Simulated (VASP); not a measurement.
# HfH6 (Pm-3m) in VASP: relaxation of cell and atoms with PBE

Aim: the relaxation of cell and atoms of HfH6 with PBE.

All numbers are computed with VASP 6.6.1; they aren't measurements. Logs are shortened: lines on timing, memory, paths and dates and some standing lists are left out, and cuts for length are marked.

### 1 The cell of the first run

Symmetry: Pm-3m, No. 221, cubic system. The conventional cell has a = 3.334 Å, b = 3.334 Å, c = 3.334 Å, α = 90.00°, β = 90.00°, γ = 90.00°. Hf (site symmetry m-3m) has 24 H at 2.42 Å within 3.2 Å. H (site symmetry 4mm) has 1 H at 1.09 Å within 1.5 Å.

The cell was built from a structure type or drawn by symmetry, and may not be a known phase.

### 2 Relaxation of cell and atoms, PBE

INCAR

```
PREC = Accurate
ENCUT = 600
EDIFF = 1E-7
ISMEAR = 0
SIGMA = 0.1
LREAL = F
LASPH = T
NELM = 80
ALGO = Normal
ISIF = 3
LWAVE = F
LCHARG = F
GGA = PE
IBRION = 2
NSW = 100
EDIFFG = -0.01
```

KPOINTS

```
Automatic mesh
0
Gamma
  12 12 12
```

POSCAR

```
HfH6
1.0
    3.3340848803      0.0000000000      0.0000000000
    0.0000000000      3.3340848803      0.0000000000
    0.0000000000      0.0000000000      3.3340848803
Hf H
1 6
Direct
    0.0000000000      0.0000000000      0.0000000000
    0.1632236078      0.5000000000      0.5000000000
    0.5000000000      0.1632236078      0.5000000000
    0.8367763922      0.5000000000      0.5000000000
    0.5000000000      0.8367763922      0.5000000000
    0.5000000000      0.5000000000      0.1632236078
    0.5000000000      0.5000000000      0.8367763922
```

Potentials or basis: VASP PAW PBE potentials, release 64 (Hf_pv, H).

On the command line:

```console
$ cat potpaw_PBE.64/Hf_pv/POTCAR potpaw_PBE.64/H/POTCAR > POTCAR
$ mpirun -np 1 vasp_std > vasp.out
```

OUTCAR:

```text
PREC = Accurate
   ENCUT = 600
   EDIFF = 1E-7
   ISMEAR = 0
   LREAL = F
   LASPH = T
   NELM = 80
   ISIF = 3
   GGA = PE
   IBRION = 2
   NSW = 100
   EDIFFG = -0.01

 ion  position               nearest neighbor table
   1  0.000  0.000  0.000-
   2  0.163  0.500  0.500-
   3  0.500  0.163  0.500-
   4  0.837  0.500  0.500-
   5  0.500  0.837  0.500-
   6  0.500  0.500  0.163-
   7  0.500  0.500  0.837-

  LATTYP: Found a simple cubic cell.
 ALAT       =     3.3340848803

  Lattice vectors:

 A1 = (   3.3340848803,   0.0000000000,   0.0000000000)
 A2 = (   0.0000000000,   3.3340848803,   0.0000000000)
 A3 = (   0.0000000000,   0.0000000000,   3.3340848803)

Analysis of symmetry for initial positions (statically):
=====================================================================
 Subroutine PRICEL returns:
 Original cell was already a primitive cell.

 Routine SETGRP: Setting up the symmetry group for a
 simple cubic supercell.

 Subroutine GETGRP returns: Found 48 space group operations
 (whereof 48 operations were pure point group operations)
 out of a pool of 48 trial point group operations.

The static configuration has the point symmetry O_h .

Analysis of symmetry for dynamics (positions and initial velocities):
=====================================================================
 Subroutine PRICEL returns:
 Original cell was already a primitive cell.

 Routine SETGRP: Setting up the symmetry group for a
 simple cubic supercell.

 Subroutine GETGRP returns: Found 48 space group operations
 (whereof 48 operations were pure point group operations)
 out of a pool of 48 trial point group operations.

The dynamic configuration has the point symmetry O_h .

 Subroutine INISYM returns: Found 48 space group operations
 (whereof 48 operations are pure point group operations),
 and found     1 'primitive' translations

----------------------------------------------------------------------------------------

                                     Primitive cell

  volume of cell :      37.0621

  direct lattice vectors                    reciprocal lattice vectors
     3.334084880  0.000000000  0.000000000     0.299932376  0.000000000  0.000000000
     0.000000000  3.334084880  0.000000000     0.000000000  0.299932376  0.000000000
     0.000000000  0.000000000  3.334084880     0.000000000  0.000000000  0.299932376

  length of vectors
     3.334084880  3.334084880  3.334084880     0.299932376  0.299932376  0.299932376

  position of ions in fractional coordinates (direct lattice)
     0.000000000  0.000000000  0.000000000
     0.163223608  0.500000000  0.500000000
     0.500000000  0.163223608  0.500000000
     0.836776392  0.500000000  0.500000000
     0.500000000  0.836776392  0.500000000
     0.500000000  0.500000000  0.163223608
     0.500000000  0.500000000  0.836776392

  ion indices of the primitive-cell ions
   primitive index   ion index
                 1           1
                 2           2
                 3           3
                 4           4
                 5           5
                 6           6
                 7           7

----------------------------------------------------------------------------------------

 KPOINTS: Automatic mesh

Automatic generation of k-mesh.
 Grid dimensions read from file:
 generate k-points for:   12   12   12

 Generating k-lattice:

  Cartesian coordinates                     Fractional coordinates (reciprocal lattice)
     0.024994365  0.000000000  0.000000000     0.083333333  0.000000000  0.000000000
     0.000000000  0.024994365  0.000000000     0.000000000  0.083333333  0.000000000
     0.000000000  0.000000000  0.024994365     0.000000000  0.000000000  0.083333333

  Length of vectors
     0.024994365  0.024994365  0.024994365

  Shift w.r.t. Gamma in fractional coordinates (k-lattice)
     0.000000000  0.000000000  0.000000000

 Subroutine IBZKPT returns following result:
 ===========================================

 Found     84 irreducible k-points:

 Following reciprocal coordinates:
            Coordinates               Weight
  0.000000  0.000000  0.000000      1.000000
  0.083333  0.000000  0.000000      6.000000
  0.166667  0.000000  0.000000      6.000000
  0.250000  0.000000  0.000000      6.000000
  0.333333  0.000000  0.000000      6.000000
  0.416667  0.000000  0.000000      6.000000
[... 16 lines left out ...]
  0.333333  0.333333  0.000000     12.000000
  0.416667  0.333333  0.000000     24.000000
 [... further k-points ...]
   k-points           NKPTS =     84   k-points in BZ     NKDIM =     84   number of bands    NBANDS=     12
   number of dos      NEDOS =    301   number of ions     NIONS =      7
   total plane-waves  NPLWV =  21952
   dimension x,y,z NGX =    28 NGY =   28 NGZ =   28
   dimension x,y,z NGXF=    56 NGYF=   56 NGZF=   56
   ions per type =               1   6
   NGX,Y,Z   is equivalent  to a cutoff of  13.96, 13.96, 13.96 a.u.
   NGXF,Y,Z  is equivalent  to a cutoff of  27.92, 27.92, 27.92 a.u.
 SYSTEM =  unknown system
   PREC   = accura    normal or accurate (medium, high low for compatibility)
   ISTART =      0    job   : 0-new  1-cont  2-samecut
   ICHARG =      2    charge: 1-file 2-atom 10-const
   ISPIN  =      1    spin polarized calculation?
   LNONCOLLINEAR =      F non collinear calculations
   LSORBIT =      F    spin-orbit coupling
   LASPH  =      T    aspherical Exc in radial PAW
   ENCUT  =  600.0 eV  44.10 Ry    6.64 a.u.   6.66  6.66  6.66*2*pi/ulx,y,z
   NELM   =     80;   NELMIN=  2; NELMDL= -5     # of ELM steps
   EDIFF  = 0.1E-06   stopping-criterion for ELM
   LREAL  =      F    real-space projection
   EDIFFG = -.1E-01   stopping-criterion for IOM
   NSW    =    100    number of steps for IOM
   IBRION =      2    ionic relax: 0-MD 1-quasi-New 2-CG
   NFREE  =      1    steps in history (QN), initial steepest desc. (CG)
   ISIF   =      3    stress and relaxation
   ISYM   =      2    0-nonsym 1-usesym 2-fastsym
   POTIM  = 0.5000    time-step for ionic-motion
   TEBEG  =    0.0;   TEEND  =   0.0 temperature during run
   PSTRESS=    0.0 pullay stress
   NELECT =      16.0000    total number of electrons
   NUPDOWN=      -1.0000    fix difference up-down
   EMIN   =  10.00;   EMAX   =-10.00  energy-range for DOS
   EFERMI =   0.00;   METHOD = LEGACY
   ISMEAR =     0;   SIGMA  =   0.10  broadening in eV -4-tet -1-fermi 0-gaus
   EFERMI_NEDOS =   21; number of points for ismear=-14 and -15
   IALGO  =     38    algorithm
   IMIX   =      4    mixing-type and parameters
     AMIX     =   0.40;   BMIX     =  1.00
     AMIX_MAG =   1.60;   BMIX_MAG =  1.00
  volume/ion in A,a.u.               =       5.29        35.73
  Fermi-wavevector in a.u.,A,eV,Ry     =   1.237290  2.338139 20.828976  1.530887
  Thomas-Fermi vector in A             =   2.371863
   LORBIT       =      0    0 simple, 1 ext, 2 COOP (PROOUT), +10 PAW based schemes
   GGA     = PE    functional components
   LHFCALC =     F    Hartree Fock is set to
   AEXX    =    0.0000 exact exchange contribution
   IVDW    =     0    specifies the selected vdW correction
   LEPSILON=     F    determine dielectric tensor
   LRPA    =     F    only Hartree local field effects (RPA)
 conjugate gradient relaxation of ions
 non-spin polarized calculation
 Gauss-broadening in eV      SIGMA  =   0.10
  energy-cutoff  :      600.00
  volume of cell :       37.06
 maximum number of plane-waves:      1253
 NGX is ok and might be reduce to    28
   NGX = 13   NGY = 13   NGZ = 13

--------------------------------------- Ionic step        1  -------------------------------------------

 number of electron      15.9999995 magnetization

 Free energy of the ion-electron system (eV)
  ---------------------------------------------------
  ext. energy  EPLUGINS =         0.00000000
  ---------------------------------------------------
  free energy    TOTEN  =       -25.87907301 eV

  energy without entropy =      -25.87243086  energy(sigma->0) =      -25.87575193

------------------------ aborting loop because EDIFF is reached ----------------------------------------

  FORCE on cell =-STRESS in cart. coord.  units (eV):
  Direction    XX          YY          ZZ          XY          YZ          ZX
  --------------------------------------------------------------------------------------
  -------------------------------------------------------------------------------------
  Total       -0.2604554     -0.2604554     -0.2604554      0.0000000      0.0000000     -0.0000000
  in kB      -11.2593689    -11.2593689    -11.2593689      0.0000000      0.0000000     -0.0000000
  external PRESSURE =     -11.2593689 kB  Pullay stress =       0.0000000 kB
[... 67 lines left out ...]
  energy  without entropy=      -25.8736773867  energy(sigma->0) =      -25.87700834

--------------------------------------- Ionic step        3  -------------------------------------------

 number of electron      15.9999994 magnetization

 Free energy of the ion-electron system (eV)
  ---------------------------------------------------
  ext. energy  EPLUGINS =         0.00000000
  ---------------------------------------------------
  free energy    TOTEN  =       -25.88054795 eV

  energy without entropy =      -25.87387426  energy(sigma->0) =      -25.87721110

 E-fermi :   5.5301     XC(G=0): -11.4945

 val. band max:        5.5101659599   @ k =   0.4167   0.0833   0.0833
 cond. band min:       5.5590099687   @ k =   0.2500   0.2500   0.2500
 fundamental gap:      0.0488440088
 Fermi energy:         5.5300666657

 k-point     1 :       0.0000    0.0000    0.0000
  band No.  band energies     occupation
      1     -25.9433      2.00000
      2     -25.9433      2.00000
      3     -25.9433      2.00000
      4      -9.4150      2.00000
      5      -0.4624      2.00000
      6      -0.4624      2.00000
      7       6.1440      0.00000
      8       6.1440      0.00000
      9       6.1440      0.00000
     10       8.1768      0.00000
     11       8.1768      0.00000
     12       8.4451      0.00000
[... 331 lines left out ...]
 k-point    24 :       0.4167    0.3333    0.0000
  band No.  band energies     occupation
      1     -26.2008      2.00000
      2     -26.1383      2.00000
      3     -25.8980      2.00000
      4      -6.4217      2.00000
      5      -3.0518      2.00000
      6      -2.0377      2.00000
      7       3.4608      2.00000
      8       5.3169      1.99743
      9       6.3487      0.00000
     10       6.6026      0.00000
     11       8.7532      0.00000
     12       9.3057      0.00000

 [... further k-points ...]

------------------------ aborting loop because EDIFF is reached ----------------------------------------

  FORCE on cell =-STRESS in cart. coord.  units (eV):
  Direction    XX          YY          ZZ          XY          YZ          ZX
  --------------------------------------------------------------------------------------
  -------------------------------------------------------------------------------------
  Total        0.0082007      0.0082007      0.0082007      0.0000000     -0.0000000      0.0000000
  in kB        0.3575404      0.3575404      0.3575404      0.0000000     -0.0000000      0.0000000
  external PRESSURE =       0.3575404 kB  Pullay stress =       0.0000000 kB
[... 22 lines left out ...]
  FREE ENERGIE OF THE ION-ELECTRON SYSTEM (eV)
  ---------------------------------------------------
  free  energy   TOTEN  =       -25.8805479464 eV

  energy  without entropy=      -25.8738742568  energy(sigma->0) =      -25.87721110

 reached required accuracy - stopping structural energy minimisation
```

Run time: 4.5 min. Hardware: 1 thread of AMD EPYC, shared host; peak memory 0.17 GiB.

What came out:

```yaml
Free_energy: -25.8805 eV
Relaxed_volume: 5.25 Å³/atom
Relaxed_cell: a = 3.325 Å, b = 3.325 Å, c = 3.325 Å, α = 90.00°, β = 90.00°, γ = 90.00°
Space_group_after_relaxing_to_0.1_Å: Pm-3m (No. 221)
Energy_gained_by_relaxing: 0.2 meV/atom
Ionic_steps: 3
Pressure_after_relaxing: 0.0 GPa
Largest_force_after_relaxing: 0.006 eV/Å
Band_gap_on_the_k_mesh: zero (bands 8 and 9 overlap by 3.82 eV)
```

Forces in eV/Å, atoms in the order of the input:
```
Hf   0.000  0.000  0.000
H   -0.006  0.000  0.000
H    0.000 -0.006  0.000
H    0.006  0.000  0.000
H    0.000  0.006  0.000
H    0.000  0.000 -0.006
H    0.000  0.000  0.006
```

The path:
```csv
step,energy change (eV),largest force (eV/Å),pressure (GPa),volume (Å³)
1,0.0000,0.0382,-1.13,37.06
2,-0.0013,0.0182,-0.40,36.86
3,-0.0015,0.0063,0.04,36.75
```

Final structure:
```cif
data_structure
_symmetry_space_group_name_H-M 'P 1'
_symmetry_Int_Tables_number 1
_cell_length_a 3.3246
_cell_length_b 3.3246
_cell_length_c 3.3246
_cell_angle_alpha 90.000
_cell_angle_beta 90.000
_cell_angle_gamma 90.000
_cell_volume 36.75
loop_
_atom_site_label
_atom_site_type_symbol
_atom_site_fract_x
_atom_site_fract_y
_atom_site_fract_z
_atom_site_occupancy
Hf1 Hf 0.00000 0.00000 0.00000 1
H1 H 0.16235 0.50000 0.50000 1
H2 H 0.50000 0.16235 0.50000 1
H3 H 0.83765 0.50000 0.50000 1
H4 H 0.50000 0.83765 0.50000 1
H5 H 0.50000 0.50000 0.16235 1
H6 H 0.50000 0.50000 0.83765 1
```

Levels at points of the mesh, in eV from the Fermi level:
```tsv
k point	band 6	band 7	band 8	band 9	band 10	band 11
(0.00, 0.00, 0.00)	-5.99	0.61	0.61	0.61	2.65	2.65
(0.50, 0.00, 0.00)	-4.06	-1.68	-1.40	-1.40	3.27	3.91
(0.50, 0.50, 0.00)	-8.26	-3.10	0.67	0.67	0.89	2.39
(0.50, 0.50, 0.50)	-9.06	-7.05	2.42	2.42	2.42	4.85
```

Caveat: spin-orbit coupling is left out, which moves the levels of the heavy elements.
